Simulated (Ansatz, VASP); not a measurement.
## One calculation of AlN, two programs

Contents of INCAR:

```
PREC = Accurate
ENCUT = 520
EDIFF = 1E-6
ISMEAR = 0
SIGMA = 0.05
LREAL = F
LASPH = T
NELM = 80
ALGO = Normal
ISIF = 2
LWAVE = F
LCHARG = F
GGA = PS
NBANDS = 16
```

KPOINTS

```
Automatic mesh
0
Gamma
  9 9 6
```

Contents of POSCAR:

```
AlN
1.0
    3.0643371193      0.0000000000      0.0000000000
   -1.5321685597      2.6537937911      0.0000000000
    0.0000000000      0.0000000000      4.9033300000
Al N
2 2
Direct
    0.3333333333      0.6666666667      0.0000000000
    0.6666666667      0.3333333333      0.5000000000
    0.3333333333      0.6666666667      0.3850000000
    0.6666666667      0.3333333333      0.8850000000
```

Input for Ansatz:

```yaml
crystal:
  lattice:
    - [3.0643371193, 0.0, 0.0]
    - [-1.5321685597, 2.6537937911, 0.0]
    - [0.0, 0.0, 4.90333]
  atoms:
    - { symbol: Al, position: [0.3333333333, 0.6666666667, 0.0] }
    - { symbol: Al, position: [0.6666666667, 0.3333333333, 0.5] }
    - { symbol: "N", position: [0.3333333333, 0.6666666667, 0.385] }
    - { symbol: "N", position: [0.6666666667, 0.3333333333, 0.885] }
basis:
  ecutwfc: 420
kpoints:
  mp_grid: { grid: [9, 9, 6] }
hamiltonian:
  xc: pbesol
scf:
  occupations: { method: gaussian, width: 0.05 }
output:
  forces: true
  stress: true
  eigenvalues: true
```

Change from the starting cell: strain -0.015 along x and y, -0.015 along z, atoms carried along.

Alike in both runs: task single point; functional PBEsol; k mesh 9 × 9 × 6; occupations gaussian, width 0.05 eV; no spin polarisation.

|  | VASP | Ansatz |
| --- | --- | --- |
| version | VASP 6.6.1 | Ansatz 0.2.0 |
| potentials or method | VASP PAW PBE potentials, release 64 (Al, N), cutoff 520 eV | scalar-relativistic, plane waves, PAW |
| valence electrons in the cell | 16 | 16 |

|  | VASP | Ansatz | Ansatz less VASP |
| --- | --- | --- | --- |
| gap on the k mesh at the Fermi level (eV) | 4.49 | 4.47 | -0.018 |
| least direct gap on the mesh (eV) | 4.49 | 4.47 | -0.018 |
| pressure (GPa) | 10.7 | 10.6 | -0.03 |
| traceless stress, the component that is largest in VASP (GPa) | -2.19 | -2.16 | +0.029 |
| rms of the force components (eV/Å) | 0.104 | 0.103 | -0.0010 |

VASP's potentials were made for PBE, not for PBEsol. Atom by atom the forces differ by 0.001 eV/Å (rms over components).
